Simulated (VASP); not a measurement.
# Bi2Te (I-42d) in VASP: single point with PBEsol

Aim: the single point of Bi2Te with PBEsol.

Everything below comes from runs of VASP 6.6.1. Logs are shortened: lines on timing, memory, paths and dates and some standing lists are left out, and cuts for length are marked.

### 1 The cell of the first run

The typed cell holds 6 atoms: a = 6.541 Å, b = 6.541 Å, c = 6.541 Å, α = 102.82°, β = 102.82°, γ = 123.79°.

### 2 Single point, PBEsol

INCAR

```
ALGO     = Normal         # electronic algorithm
EDIFF    = 1E-6           # SCF threshold, eV
ENCUT    = 500            # plane-wave cutoff, eV
GGA      = PS             # functional
GGA_COMPAT= False        
ISIF     = 2              # what is computed and relaxed
ISMEAR   = 0              # smearing method
LASPH    = True           # aspherical terms in the spheres
LCHARG   = True           # write CHGCAR
LELF     = True           # ELF
LREAL    = False          # projectors in reciprocal space
LVHAR    = True         
LWAVE    = False          # write WAVECAR
NBANDS   = 45             # bands
NELM     = 120            # most SCF steps
PREC     = Accurate       # precision mode
SIGMA    = 0.1            # smearing width, eV
```

KPOINTS

```
k-points
0
Gamma
  8 8 8
```

POSCAR

```
Bi2Te
1.0
   -4.0799378791      4.0799378791      3.0812753226
    4.0799378791     -4.0799378791      3.0812753226
    4.0799378791      4.0799378791     -3.0812753226
Bi Te
4 2
Direct
    0.3750000000      0.6251359054      0.7501359054
    0.8750000000      0.6248640946      0.2498640946
    0.3748640946      0.1250000000      0.7498640946
    0.3751359054      0.6250000000      0.2501359054
    0.0000000000      0.0000000000      0.0000000000
    0.7500000000      0.2500000000      0.5000000000
```

Potentials or basis: VASP PAW PBE potentials, release 64 (Bi_d, Te).

Started as:

```bash
> cat potpaw_PBE.64/Bi_d/POTCAR potpaw_PBE.64/Te/POTCAR > POTCAR
> mpirun -np 1 vasp_std > vasp.out
```

OUTCAR:

```text
EDIFF = 1E-6
   ENCUT = 500
   GGA = PS
   ISIF = 2
   ISMEAR = 0
   LASPH = True
   LREAL = False
   NELM = 120
   PREC = Accurate

 ion  position               nearest neighbor table
   1  0.375  0.625  0.750-   5 3.08   6 3.08   4 3.27   4 3.27   3 3.27   3 3.27
   2  0.875  0.625  0.250-   5 3.08   6 3.08   4 3.27   4 3.27   3 3.27   3 3.27
   3  0.375  0.125  0.750-   6 3.08   5 3.08   1 3.27   2 3.27   1 3.27   2 3.27
   4  0.375  0.625  0.250-   6 3.08   5 3.08   2 3.27   1 3.27   1 3.27   2 3.27
   5  0.000  0.000  0.000-   2 3.08   4 3.08   3 3.08   1 3.08
   6  0.750  0.250  0.500-   3 3.08   2 3.08   1 3.08   4 3.08

  LATTYP: Found a body centered tetragonal cell.
 ALAT       =     8.1598757582
 C/A-ratio  =     0.7552260387

  Lattice vectors:

 A1 = (  -4.0799378791,   4.0799378791,   3.0812753226)
 A2 = (   4.0799378791,  -4.0799378791,   3.0812753226)
 A3 = (   4.0799378791,   4.0799378791,  -3.0812753226)

Analysis of symmetry for initial positions (statically):
=====================================================================
 Subroutine PRICEL returns:
 Original cell was already a primitive cell.

 Routine SETGRP: Setting up the symmetry group for a
 body centered tetragonal supercell.

 Subroutine GETGRP returns: Found  8 space group operations
 (whereof  4 operations were pure point group operations)
 out of a pool of 16 trial point group operations.

The static configuration has the point symmetry S_4 .
 The point group associated with its full space group is D_2d.

Analysis of symmetry for dynamics (positions and initial velocities):
=====================================================================
 Subroutine PRICEL returns:
 Original cell was already a primitive cell.

 Routine SETGRP: Setting up the symmetry group for a
 body centered tetragonal supercell.

 Subroutine GETGRP returns: Found  8 space group operations
 (whereof  4 operations were pure point group operations)
 out of a pool of 16 trial point group operations.

The dynamic configuration has the point symmetry S_4 .
 The point group associated with its full space group is D_2d.

 Subroutine INISYM returns: Found  8 space group operations
 (whereof  4 operations are pure point group operations),
 and found     1 'primitive' translations

----------------------------------------------------------------------------------------

                                     Primitive cell

  volume of cell :     205.1623

  direct lattice vectors                    reciprocal lattice vectors
    -4.079937879  4.079937879  3.081275323     0.000000000  0.122550886  0.162270472
     4.079937879 -4.079937879  3.081275323     0.122550886  0.000000000  0.162270472
     4.079937879  4.079937879 -3.081275323     0.122550886  0.122550886  0.000000000

  length of vectors
     6.541104173  6.541104173  6.541104173     0.203348040  0.203348040  0.173313124

  position of ions in fractional coordinates (direct lattice)
     0.375000000  0.625135905  0.750135905
     0.875000000  0.624864095  0.249864095
     0.374864095  0.125000000  0.749864095
     0.375135905  0.625000000  0.250135905
     0.000000000  0.000000000  0.000000000
     0.750000000  0.250000000  0.500000000

  ion indices of the primitive-cell ions
   primitive index   ion index
                 1           1
                 2           2
                 3           3
                 4           4
                 5           5
                 6           6

----------------------------------------------------------------------------------------

 KPOINTS: k-points

Automatic generation of k-mesh.
 Grid dimensions read from file:
 generate k-points for:    8    8    8

 Generating k-lattice:

  Cartesian coordinates                     Fractional coordinates (reciprocal lattice)
     0.000000000  0.015318861  0.020283809     0.125000000  0.000000000  0.000000000
     0.015318861  0.000000000  0.020283809     0.000000000  0.125000000  0.000000000
     0.015318861  0.015318861  0.000000000     0.000000000  0.000000000  0.125000000

  Length of vectors
     0.025418505  0.025418505  0.021664141

  Shift w.r.t. Gamma in fractional coordinates (k-lattice)
     0.000000000  0.000000000  0.000000000

 Subroutine IBZKPT returns following result:
 ===========================================

 Found     59 irreducible k-points:

 Following reciprocal coordinates:
            Coordinates               Weight
  0.000000  0.000000  0.000000      1.000000
  0.125000  0.000000  0.000000      8.000000
  0.250000  0.000000  0.000000      8.000000
  0.375000  0.000000  0.000000      8.000000
  0.500000  0.000000  0.000000      4.000000
  0.125000  0.125000  0.000000      8.000000
[... 16 lines left out ...]
  0.250000  0.125000  0.125000     16.000000
  0.375000  0.125000  0.125000      8.000000
 [... further k-points ...]
   k-points           NKPTS =     59   k-points in BZ     NKDIM =     59   number of bands    NBANDS=     45
   number of dos      NEDOS =    301   number of ions     NIONS =      6
   total plane-waves  NPLWV = 110592
   dimension x,y,z NGX =    48 NGY =   48 NGZ =   48
   dimension x,y,z NGXF=    96 NGYF=   96 NGZF=   96
   ions per type =               4   2
   NGX,Y,Z   is equivalent  to a cutoff of  12.20, 12.20, 12.20 a.u.
   NGXF,Y,Z  is equivalent  to a cutoff of  24.40, 24.40, 24.40 a.u.
 SYSTEM =  unknown system
   PREC   = accura    normal or accurate (medium, high low for compatibility)
   ISTART =      0    job   : 0-new  1-cont  2-samecut
   ICHARG =      2    charge: 1-file 2-atom 10-const
   ISPIN  =      1    spin polarized calculation?
   LNONCOLLINEAR =      F non collinear calculations
   LSORBIT =      F    spin-orbit coupling
   LASPH  =      T    aspherical Exc in radial PAW
   ENCUT  =  500.0 eV  36.75 Ry    6.06 a.u.  11.93 11.93 11.93*2*pi/ulx,y,z
   NELM   =    120;   NELMIN=  2; NELMDL= -5     # of ELM steps
   EDIFF  = 0.1E-05   stopping-criterion for ELM
   LREAL  =      F    real-space projection
   EDIFFG = 0.1E-04   stopping-criterion for IOM
   NSW    =      0    number of steps for IOM
   IBRION =     -1    ionic relax: 0-MD 1-quasi-New 2-CG
   NFREE  =      0    steps in history (QN), initial steepest desc. (CG)
   ISIF   =      2    stress and relaxation
   ISYM   =      2    0-nonsym 1-usesym 2-fastsym
   POTIM  = 0.5000    time-step for ionic-motion
   TEBEG  =    0.0;   TEEND  =   0.0 temperature during run
   PSTRESS=    0.0 pullay stress
   NELECT =      72.0000    total number of electrons
   NUPDOWN=      -1.0000    fix difference up-down
   EMIN   =  10.00;   EMAX   =-10.00  energy-range for DOS
   EFERMI =   0.00;   METHOD = LEGACY
   ISMEAR =     0;   SIGMA  =   0.10  broadening in eV -4-tet -1-fermi 0-gaus
   EFERMI_NEDOS =   21; number of points for ismear=-14 and -15
   IALGO  =     38    algorithm
   IMIX   =      4    mixing-type and parameters
     AMIX     =   0.40;   BMIX     =  1.00
     AMIX_MAG =   1.60;   BMIX_MAG =  1.00
  volume/ion in A,a.u.               =      34.19       230.75
  Fermi-wavevector in a.u.,A,eV,Ry     =   1.154746  2.182154 18.142530  1.333438
  Thomas-Fermi vector in A             =   2.291380
   LORBIT       =      0    0 simple, 1 ext, 2 COOP (PROOUT), +10 PAW based schemes
   GGA     = PS    functional components
   LHFCALC =     F    Hartree Fock is set to
   AEXX    =    0.0000 exact exchange contribution
   IVDW    =     0    specifies the selected vdW correction
   LEPSILON=     F    determine dielectric tensor
   LRPA    =     F    only Hartree local field effects (RPA)
 non-spin polarized calculation
 Gauss-broadening in eV      SIGMA  =   0.10
  energy-cutoff  :      500.00
  volume of cell :      205.16
 maximum number of plane-waves:      5239
   NGX = 23   NGY = 23   NGZ = 23

 number of electron      72.0000029 magnetization

 Free energy of the ion-electron system (eV)
  ---------------------------------------------------
  ext. energy  EPLUGINS =         0.00000000
  ---------------------------------------------------
  free energy    TOTEN  =       -24.52289288 eV

  energy without entropy =      -24.51012976  energy(sigma->0) =      -24.51651132

 E-fermi :   6.1196     XC(G=0):  -9.6119

 val. band max:        6.0934022361   @ k =  -0.2500   0.5000   0.2500
 cond. band min:       6.1530544206   @ k =   0.5000   0.0000   0.0000
 fundamental gap:      0.0596521845
 Fermi energy:         6.1196275568

 k-point     1 :       0.0000    0.0000    0.0000
  band No.  band energies     occupation
      1     -16.8051      2.00000
      2     -16.7820      2.00000
      3     -16.7761      2.00000
      4     -16.7761      2.00000
      5     -16.7173      2.00000
      6     -16.7061      2.00000
[... 37 lines left out ...]
     44      11.0230      0.00000
     45      11.2611      0.00000

 k-point     2 :       0.1250    0.0000    0.0000
  band No.  band energies     occupation
      1     -16.7992      2.00000
      2     -16.7793      2.00000
      3     -16.7704      2.00000
      4     -16.7704      2.00000
      5     -16.7152      2.00000
      6     -16.7036      2.00000
[... 37 lines left out ...]
     44      10.7144      0.00000
     45      11.5644      0.00000

 k-point     3 :       0.2500    0.0000    0.0000
  band No.  band energies     occupation
      1     -16.7922      2.00000
      2     -16.7768      2.00000
      3     -16.7499      2.00000
      4     -16.7448      2.00000
      5     -16.7104      2.00000
      6     -16.6966      2.00000
[... 37 lines left out ...]
     44      10.4715      0.00000
     45      11.0817      0.00000

 k-point     4 :       0.3750    0.0000    0.0000
  band No.  band energies     occupation
      1     -16.7900      2.00000
      2     -16.7749      2.00000
      3     -16.7207      2.00000
      4     -16.7058      2.00000
      5     -16.7001      2.00000
      6     -16.6875      2.00000
[... 901 lines left out ...]
     44      10.4630      0.00000
     45      10.7449      0.00000

 k-point    23 :       0.2500    0.1250    0.1250
  band No.  band energies     occupation
      1     -16.7799      2.00000
      2     -16.7668      2.00000
      3     -16.7467      2.00000
      4     -16.7031      2.00000
      5     -16.6854      2.00000
      6     -16.6798      2.00000
[... 37 lines left out ...]
     44      10.0991      0.00000
     45      11.1663      0.00000

 k-point    24 :       0.3750    0.1250    0.1250
  band No.  band energies     occupation
      1     -16.7792      2.00000
      2     -16.7661      2.00000
      3     -16.7148      2.00000
      4     -16.7133      2.00000
      5     -16.6926      2.00000
      6     -16.6774      2.00000
[... 37 lines left out ...]
     44      10.0475      0.00000
     45      11.1807      0.00000

 [... further k-points ...]
[... 5 lines left out ...]
  --------------------------------------------------------------------------------------
  -------------------------------------------------------------------------------------
  Total       -0.0288852     -0.0288852      0.0147725      0.0000000      0.0000000      0.0000000
  in kB       -0.2255736     -0.2255736      0.1153632      0.0000000      0.0000000      0.0000000
  external PRESSURE =      -0.1119280 kB  Pullay stress =       0.0000000 kB

 VOLUME and BASIS-vectors are now :
 -----------------------------------------------------------------------------
  energy-cutoff  :      500.00
  volume of cell :      205.16
      direct lattice vectors                 reciprocal lattice vectors
    -4.079937879  4.079937879  3.081275323     0.000000000  0.122550886  0.162270472
     4.079937879 -4.079937879  3.081275323     0.122550886  0.000000000  0.162270472
     4.079937879  4.079937879 -3.081275323     0.122550886  0.122550886  0.000000000

 POSITION                                       TOTAL-FORCE (eV/Angst)
 -----------------------------------------------------------------------------------
      4.08105      2.03997      0.77032        -0.000278      0.000000     -0.000000
     -0.00111      2.03997      3.85159         0.000278      0.000000     -0.000000
      2.03997      4.07883     -0.77032        -0.000000      0.000278     -0.000000
      2.03997      0.00111      2.31096        -0.000000     -0.000278     -0.000000
      0.00000      0.00000      0.00000        -0.000000      0.000000      0.000000
      0.00000      4.07994      1.54064        -0.000000      0.000000      0.000000
 -----------------------------------------------------------------------------------
    total drift:                                0.000000      0.000000      0.000000

  FREE ENERGIE OF THE ION-ELECTRON SYSTEM (eV)
  ---------------------------------------------------
  free  energy   TOTEN  =       -24.5228928809 eV

  energy  without entropy=      -24.5101297608  energy(sigma->0) =      -24.51651132
```

Run time: 7.6 min. Hardware: 1 thread of AMD EPYC 7R13 (Zen 3), shared host; peak memory 0.54 GiB.

Results:

* Free energy: -24.5229 eV
* Pressure: 0.0 GPa
* Band gap on the k mesh: zero (band 36 reaches 6.23 eV, above the bottom of band 37 at 6.02 eV)

Caveat: the PAW data sets were made with another functional, which shifts forces and pressure a little; spin-orbit coupling is left out, which moves the levels of the heavy elements.
